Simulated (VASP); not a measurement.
The system is CuO.

```
Cu O
1.0
     2.31020   -1.68817    0.00000
     2.31020    1.68817    0.00000
    -0.83854    0.00000    4.98951
Cu O
2 2
Direct
  0.50000 0.00000 0.50000
  0.00000 0.50000 0.00000
  0.41840 0.58160 0.75000
  0.58160 0.41840 0.25000
```

Base run:

```yaml
Program: VASP 6.6.1
Functional: revPBE
Dispersion: D3(BJ)
Potentials_or_basis: VASP PAW PBE potentials, release 64 (Cu, O)
Cutoff: 520 eV
k_mesh: 10 × 10 × 5
Occupations: fermi-dirac, width 0.05 eV
Spin: no spin polarisation
```

Its results: band gap on the k mesh zero (bands 17 and 18 overlap by 0.60 eV); pressure 9.5 GPa; largest force 0.029 eV/Å.

Problem. The run is repeated on the same cell with these changes: functional from revPBE to BLYP. What comes out?

Solution. Band gap on the k mesh zero (bands 17 and 18 overlap by 0.59 eV); pressure 12.0 GPa; largest force 0.034 eV/Å.

Caveats: the cell stands under pressure; the PAW data sets were made with another functional, which shifts forces and pressure a little; semilocal functionals often make such compounds metallic where correlation or magnetic order opens a gap, which also shifts bond lengths.
